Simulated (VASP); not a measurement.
# TaN (Fm-3m) in VASP: notebook, part 2 of 2

VASP 6.6.1. The steps go on from the part before.

### Step 3. Single point, PBE

This run uses another cell than the first one, of 11.38 Å³/atom, 1.023 times its volume.

Input file INCAR:

```
SYSTEM = TaN
  PREC = Accurate
  ENCUT = 520
  EDIFF = 1E-6
  ISMEAR = -1
  SIGMA = 0.05
  LREAL = .FALSE.
  LASPH = .TRUE.
  NELM = 80
  ALGO = Normal
  ISIF = 2
  LWAVE = .FALSE.
  LCHARG = .TRUE.
  GGA = PE
  LELF = .TRUE.
  LVHAR = .TRUE.
  NBANDS = 15
```

Input file KPOINTS:

```
Automatic mesh
0
G
  11 11 11
  0 0 0
```

Input file POSCAR:

```
TaN
1.0
    0.0000000000      2.2493383716      2.2493383716
    2.2493383716      0.0000000000      2.2493383716
    2.2493383716      2.2493383716      0.0000000000
Ta N
1 1
Direct
    0.5000000000      0.5000000000      0.5000000000
    0.0000000000      0.0000000000      0.0000000000
```

Potentials or basis: VASP PAW PBE potentials, release 64 (Ta_pv, N).

Command:

```console
> cat potpaw_PBE.64/Ta_pv/POTCAR potpaw_PBE.64/N/POTCAR > POTCAR
> mpirun -np 1 vasp_std > vasp.out
```

OUTCAR:

```text
SYSTEM = TaN
   PREC = Accurate
   ENCUT = 520
   EDIFF = 1E-6
   ISMEAR = -1
   LREAL = .FALSE.
   LASPH = .TRUE.
   NELM = 80
   ISIF = 2
   GGA = PE

 ion  position               nearest neighbor table
   1  0.500  0.500  0.500-   2 2.25   2 2.25   2 2.25   2 2.25   2 2.25   2 2.25
   2  0.000  0.000  0.000-   1 2.25   1 2.25   1 2.25   1 2.25   1 2.25   1 2.25

  LATTYP: Found a face centered cubic cell.
 ALAT       =     4.4986767432

  Lattice vectors:

 A1 = (   0.0000000000,   2.2493383716,   2.2493383716)
 A2 = (   2.2493383716,   0.0000000000,   2.2493383716)
 A3 = (   2.2493383716,   2.2493383716,   0.0000000000)

Analysis of symmetry for initial positions (statically):
=====================================================================
 Subroutine PRICEL returns:
 Original cell was already a primitive cell.

 Routine SETGRP: Setting up the symmetry group for a
 face centered cubic supercell.

 Subroutine GETGRP returns: Found 48 space group operations
 (whereof 48 operations were pure point group operations)
 out of a pool of 48 trial point group operations.

The static configuration has the point symmetry O_h .

Analysis of symmetry for dynamics (positions and initial velocities):
=====================================================================
 Subroutine PRICEL returns:
 Original cell was already a primitive cell.

 Routine SETGRP: Setting up the symmetry group for a
 face centered cubic supercell.

 Subroutine GETGRP returns: Found 48 space group operations
 (whereof 48 operations were pure point group operations)
 out of a pool of 48 trial point group operations.

The dynamic configuration has the point symmetry O_h .

 Subroutine INISYM returns: Found 48 space group operations
 (whereof 48 operations are pure point group operations),
 and found     1 'primitive' translations

----------------------------------------------------------------------------------------

[... 120 lines left out ...]
   IVDW    =     0    specifies the selected vdW correction
   LEPSILON=     F    determine dielectric tensor
   LRPA    =     F    only Hartree local field effects (RPA)
 non-spin polarized calculation
  energy-cutoff  :      520.00
  volume of cell :       22.76
 maximum number of plane-waves:       624
   NGX = 11   NGY = 11   NGZ = 11

 number of electron      16.0000000 magnetization

 Free energy of the ion-electron system (eV)
  ---------------------------------------------------
  ext. energy  EPLUGINS =         0.00000000
  ---------------------------------------------------
  free energy    TOTEN  =       -21.76605554 eV

  energy without entropy =      -21.75912868  energy(sigma->0) =      -21.76259211

 E-fermi :   8.8136     XC(G=0): -13.0640

 val. band max:        8.7365967138   @ k =  -0.3636   0.2727   0.0909
 cond. band min:       8.8335808245   @ k =   0.0000   0.0000   0.0000
 fundamental gap:      0.0969841107
 Fermi energy:         8.8135569785

 k-point     1 :       0.0000    0.0000    0.0000
  band No.  band energies     occupation
      1     -27.1214      2.00000
      2     -27.1214      2.00000
      3     -27.1214      2.00000
      4      -9.5150      2.00000
      5       5.1598      2.00000
      6       5.1598      2.00000
      7       5.1598      2.00000
      8       6.8604      2.00000
      9       6.8604      2.00000
     10       6.8604      2.00000
     11       8.8336      0.80240
     12       8.8336      0.80238
     13       9.7461      0.00000
     14      18.1615      0.00000
[... 401 lines left out ...]
      2     -27.2621      2.00000
      3     -27.1501      2.00000
      4      -8.0730      2.00000
      5       0.9504      2.00000
      6       2.3791      2.00000
      7       3.0536      2.00000
      8       8.1543      2.00000
      9       8.5080      1.99558
     10      10.0169      0.00000
     11      10.3717      0.00000
     12      13.9028      0.00000
     13      14.1697      0.00000
     14      20.9737      0.00000
     15      21.4826      0.00000

 [... further k-points ...]

------------------------ aborting loop because EDIFF is reached ----------------------------------------

  FORCE on cell =-STRESS in cart. coord.  units (eV):
  Direction    XX          YY          ZZ          XY          YZ          ZX
  --------------------------------------------------------------------------------------
  -------------------------------------------------------------------------------------
  Total       -2.1871520     -2.1871520     -2.1871520      0.0000000     -0.0000000      0.0000000
  in kB     -153.9554891   -153.9554891   -153.9554891      0.0000000     -0.0000000      0.0000000
  external PRESSURE =    -153.9554891 kB  Pullay stress =       0.0000000 kB

 VOLUME and BASIS-vectors are now :
 -----------------------------------------------------------------------------
  energy-cutoff  :      520.00
  volume of cell :       22.76
      direct lattice vectors                 reciprocal lattice vectors
     0.000000000  2.249338372  2.249338372    -0.222287587  0.222287587  0.222287587
     2.249338372  0.000000000  2.249338372     0.222287587 -0.222287587  0.222287587
     2.249338372  2.249338372  0.000000000     0.222287587  0.222287587 -0.222287587

 POSITION                                       TOTAL-FORCE (eV/Angst)
 -----------------------------------------------------------------------------------
      2.24934      2.24934      2.24934        -0.000000     -0.000000      0.000000
      0.00000      0.00000      0.00000         0.000000      0.000000     -0.000000
 -----------------------------------------------------------------------------------
    total drift:                                0.000000     -0.000000     -0.000000

  FREE ENERGIE OF THE ION-ELECTRON SYSTEM (eV)
  ---------------------------------------------------
  free  energy   TOTEN  =       -21.7660555383 eV

  energy  without entropy=      -21.7591286847  energy(sigma->0) =      -21.76259211
```

OSZICAR:

```text
N       E                     dE             d eps       ncg     rms          rms(c)
DAV:   1     0.887971645188E+02    0.88797E+02   -0.86679E+03  1680   0.111E+03
DAV:   2    -0.219003522162E+02   -0.11070E+03   -0.10401E+03  2086   0.295E+02
DAV:   3    -0.248049741160E+02   -0.29046E+01   -0.28735E+01  1904   0.447E+01
DAV:   4    -0.248174781665E+02   -0.12504E-01   -0.12499E-01  2170   0.312E+00
DAV:   5    -0.248175658398E+02   -0.87673E-04   -0.87671E-04  1904   0.236E-01    0.210E+01
DAV:   6    -0.218969479987E+02    0.29206E+01   -0.58050E+00  1983   0.260E+01    0.849E+00
DAV:   7    -0.218037432654E+02    0.93205E-01   -0.53986E-01  1820   0.620E+00    0.605E+00
DAV:   8    -0.217729094142E+02    0.30834E-01   -0.17518E-01  1960   0.363E+00    0.154E+00
DAV:   9    -0.217661311926E+02    0.67782E-02   -0.20604E-02  1925   0.117E+00    0.310E-01
DAV:  10    -0.217660821207E+02    0.49072E-04   -0.10208E-03  2030   0.343E-01    0.569E-02
DAV:  11    -0.217660548936E+02    0.27227E-04   -0.43555E-05  1904   0.777E-02    0.126E-02
DAV:  12    -0.217660555383E+02   -0.64467E-06   -0.33395E-06  2009   0.178E-02
   1 F= -.21766056E+02 E0= -.21762592E+02  d E =-.692685E-02
```

Run time: 5.9 s. Hardware: 1 thread of Intel Xeon 6975P-C (Granite Rapids), shared host; peak memory 0.15 GiB.

Results:

- Free energy: -21.7661 eV
- Pressure: -15.4 GPa
- Band gap on the k mesh: zero (band 8 reaches 10.29 eV, above the bottom of band 9 at 6.86 eV)

Levels at points of the mesh, in eV from the Fermi level:
| k point | band 5 | band 6 | band 7 | band 8 | band 9 | band 10 | band 11 | band 12 |
| --- | --- | --- | --- | --- | --- | --- | --- | --- |
| (0.00, 0.00, 0.00) | -3.65 | -3.65 | -3.65 | -1.95 | -1.95 | -1.95 | 0.02 | 0.02 |

Caveat: spin-orbit coupling is left out, which moves the levels of the heavy elements.

### Step 4. Single point, PBE

This run uses another cell than the first one, of 10.35 Å³/atom, 0.930 times its volume.

Input file INCAR:

```
SYSTEM = TaN
ALGO     = Normal         ! electronic algorithm
EDIFF    = 1E-6           ! SCF threshold, eV
ENCUT    = 600            ! plane-wave cutoff, eV
GGA      = PE             ! functional
GGA_COMPAT= .FALSE.      
ISIF     = 2              ! what is computed and relaxed
ISMEAR   = -1             ! smearing method
LASPH    = .TRUE.         ! aspherical terms in the spheres
LCHARG   = .FALSE.        ! write CHGCAR
LREAL    = .FALSE.        ! projectors in reciprocal space
LWAVE    = .FALSE.        ! write WAVECAR
NBANDS   = 16             ! bands
NELM     = 120            ! most SCF steps
PREC     = Accurate       ! precision mode
SIGMA    = 0.05           ! smearing width, eV
```

Input file KPOINTS:

```
k-points
0
G
  11 11 11
  0 0 0
```

Input file POSCAR:

```
TaN
1.0
    0.0000000000      2.1790000000      2.1790000000
    2.1790000000      0.0000000000      2.1790000000
    2.1790000000      2.1790000000      0.0000000000
Ta N
1 1
Direct
    0.5000000000      0.5000000000      0.5000000000
    0.0000000000      0.0000000000      0.0000000000
```

Potentials or basis: VASP PAW PBE potentials, release 64 (Ta_sv_GW, N).

Command:

```console
> cat potpaw_PBE.64/Ta_sv_GW/POTCAR potpaw_PBE.64/N/POTCAR > POTCAR
> mpirun -np 1 vasp_std > vasp.out
```

OUTCAR:

```text
SYSTEM = TaN
   EDIFF = 1E-6
   ENCUT = 600
   GGA = PE
   ISIF = 2
   ISMEAR = -1
   LASPH = .TRUE.
   LREAL = .FALSE.
   NELM = 120
   PREC = Accurate

 ion  position               nearest neighbor table
   1  0.500  0.500  0.500-   2 2.18   2 2.18   2 2.18   2 2.18   2 2.18   2 2.18
   2  0.000  0.000  0.000-   1 2.18   1 2.18   1 2.18   1 2.18   1 2.18   1 2.18

  LATTYP: Found a face centered cubic cell.
 ALAT       =     4.3580000000

  Lattice vectors:

 A1 = (   0.0000000000,   2.1790000000,   2.1790000000)
 A2 = (   2.1790000000,   0.0000000000,   2.1790000000)
 A3 = (   2.1790000000,   2.1790000000,   0.0000000000)

Analysis of symmetry for initial positions (statically):
=====================================================================
 Subroutine PRICEL returns:
 Original cell was already a primitive cell.

 Routine SETGRP: Setting up the symmetry group for a
 face centered cubic supercell.

 Subroutine GETGRP returns: Found 48 space group operations
 (whereof 48 operations were pure point group operations)
 out of a pool of 48 trial point group operations.

The static configuration has the point symmetry O_h .

Analysis of symmetry for dynamics (positions and initial velocities):
=====================================================================
 Subroutine PRICEL returns:
 Original cell was already a primitive cell.

 Routine SETGRP: Setting up the symmetry group for a
 face centered cubic supercell.

 Subroutine GETGRP returns: Found 48 space group operations
 (whereof 48 operations were pure point group operations)
 out of a pool of 48 trial point group operations.

The dynamic configuration has the point symmetry O_h .

 Subroutine INISYM returns: Found 48 space group operations
 (whereof 48 operations are pure point group operations),
 and found     1 'primitive' translations

----------------------------------------------------------------------------------------

[... 111 lines left out ...]
     AMIX     =   0.40;   BMIX     =  1.00
     AMIX_MAG =   1.60;   BMIX_MAG =  1.00
  volume/ion in A,a.u.               =      10.35        69.82
  Fermi-wavevector in a.u.,A,eV,Ry     =   1.562782  2.953230 33.229345  2.442288
  Thomas-Fermi vector in A             =   2.665650
   LORBIT       =      0    0 simple, 1 ext, 2 COOP (PROOUT), +10 PAW based schemes
   GGA     = PE    functional components
   LHFCALC =     F    Hartree Fock is set to
   AEXX    =    0.0000 exact exchange contribution
   IVDW    =     0    specifies the selected vdW correction
   LEPSILON=     F    determine dielectric tensor
   LRPA    =     F    only Hartree local field effects (RPA)
 non-spin polarized calculation
  energy-cutoff  :      600.00
  volume of cell :       20.69
 maximum number of plane-waves:       701
 NGX is ok and might be reduce to    28
   NGX = 13   NGY = 13   NGZ = 13

 number of electron      17.9999999 magnetization

 Free energy of the ion-electron system (eV)
  ---------------------------------------------------
  ext. energy  EPLUGINS =         0.00000000
  ---------------------------------------------------
  free energy    TOTEN  =       -24.31376817 eV

  energy without entropy =      -24.30825818  energy(sigma->0) =      -24.31101317

 E-fermi :  14.2826     XC(G=0): -13.9427

 val. band max:       14.1904237942   @ k =  -0.3636   0.2727   0.0909
 cond. band min:      14.3240507325   @ k =   0.0000   0.0000   0.0000
 fundamental gap:      0.1336269384
 Fermi energy:        14.2826457804

 k-point     1 :       0.0000    0.0000    0.0000
  band No.  band energies     occupation
      1     -55.2875      2.00000
      2     -21.4585      2.00000
      3     -21.4585      2.00000
      4     -21.4585      2.00000
      5      -4.8320      2.00000
      6      10.3365      2.00000
[... 433 lines left out ...]
      3     -21.6595      2.00000
      4     -21.4956      2.00000
      5      -3.1137      2.00000
      6       5.8071      2.00000
[... 8 lines left out ...]
     15      27.5610      0.00000
     16      27.8682      0.00000

 [... further k-points ...]

------------------------ aborting loop because EDIFF is reached ----------------------------------------

  FORCE on cell =-STRESS in cart. coord.  units (eV):
  Direction    XX          YY          ZZ          XY          YZ          ZX
  --------------------------------------------------------------------------------------
  -------------------------------------------------------------------------------------
  Total        1.8938674      1.8938674      1.8938674     -0.0000000     -0.0000000      0.0000000
  in kB      146.6420265    146.6420265    146.6420265     -0.0000000     -0.0000000      0.0000000
  external PRESSURE =     146.6420265 kB  Pullay stress =       0.0000000 kB

 VOLUME and BASIS-vectors are now :
 -----------------------------------------------------------------------------
  energy-cutoff  :      600.00
  volume of cell :       20.69
      direct lattice vectors                 reciprocal lattice vectors
     0.000000000  2.179000000  2.179000000    -0.229463056  0.229463056  0.229463056
     2.179000000  0.000000000  2.179000000     0.229463056 -0.229463056  0.229463056
     2.179000000  2.179000000  0.000000000     0.229463056  0.229463056 -0.229463056

 POSITION                                       TOTAL-FORCE (eV/Angst)
 -----------------------------------------------------------------------------------
      2.17900      2.17900      2.17900        -0.000000     -0.000000      0.000000
      0.00000      0.00000      0.00000         0.000000      0.000000     -0.000000
 -----------------------------------------------------------------------------------
    total drift:                                0.000000      0.000000      0.000000

  FREE ENERGIE OF THE ION-ELECTRON SYSTEM (eV)
  ---------------------------------------------------
  free  energy   TOTEN  =       -24.3137681721 eV

  energy  without entropy=      -24.3082581765  energy(sigma->0) =      -24.31101317
```

OSZICAR:

```text
N       E                     dE             d eps       ncg     rms          rms(c)
DAV:   1     0.114711081977E+03    0.11471E+03   -0.12450E+04  1800   0.129E+03
DAV:   2    -0.233804757326E+02   -0.13809E+03   -0.13268E+03  2632   0.335E+02
DAV:   3    -0.283964341732E+02   -0.50160E+01   -0.50092E+01  2072   0.577E+01
DAV:   4    -0.285125264864E+02   -0.11609E+00   -0.11609E+00  2544   0.586E+00
DAV:   5    -0.285160008094E+02   -0.34743E-02   -0.34743E-02  2104   0.700E-01    0.460E+01
DAV:   6    -0.244359787602E+02    0.40800E+01   -0.86344E+00  2104   0.264E+01    0.459E+01
DAV:   7    -0.243561386559E+02    0.79840E-01   -0.47932E-01  1832   0.580E+00    0.245E+01
DAV:   8    -0.243151948098E+02    0.40944E-01   -0.13098E-01  2224   0.299E+00    0.583E-01
DAV:   9    -0.243137870550E+02    0.14078E-02   -0.52229E-03  2088   0.679E-01    0.599E-01
DAV:  10    -0.243137790007E+02    0.80543E-05   -0.12158E-03  1960   0.344E-01    0.110E-01
DAV:  11    -0.243137783044E+02    0.69629E-06   -0.10175E-04  2136   0.108E-01    0.153E-01
DAV:  12    -0.243137678412E+02    0.10463E-04   -0.20516E-05  2136   0.401E-02    0.335E-02
DAV:  13    -0.243137681721E+02   -0.33083E-06   -0.19687E-06  1624   0.113E-02
   1 F= -.24313768E+02 E0= -.24311013E+02  d E =-.551000E-02
```

Wall time 13 s (1 thread of Intel Xeon 6975P-C (Granite Rapids), shared host); peak memory 0.18 GiB.

Results:

```yaml
Free_energy: -24.3138 eV
Pressure: 14.7 GPa
Band_gap_on_the_k_mesh: zero (band 9 reaches 15.98 eV, above the bottom of band 10 at 12.07 eV)
```

Caveat: spin-orbit coupling is left out, which moves the levels of the heavy elements.

### Step 5. Summary

| potentials or basis | cell | cutoff (eV) | second run | gap on the mesh (eV) | pressure (GPa) |
| --- | --- | --- | --- | --- | --- |
| VASP PAW PBE potentials, release 64 (Ta_pv, N) | a = 3.157 Å, angles 60.0°, 2 atoms | 520 | - | none | -9.1 |
| VASP PAW PBE potentials, release 64 (Ta_pv, N) | a = 3.181 Å, angles 60.0°, 2 atoms | 520 | - | none | -15.4 |
| VASP PAW PBE potentials, release 64 (Ta_sv_GW, N) | a = 3.082 Å, angles 60.0°, 2 atoms | 600 | valence_matched | none | 14.7 |

Alike in all rows: task single point; level PBE; no spin polarisation; k mesh 11 × 11 × 11; smearing fermi-dirac 0.05 eV.

Caveats: spin-orbit coupling is left out, which moves the levels of the heavy elements.

Total energies depend on the potentials used, so only differences within one code and one set of settings carry meaning.
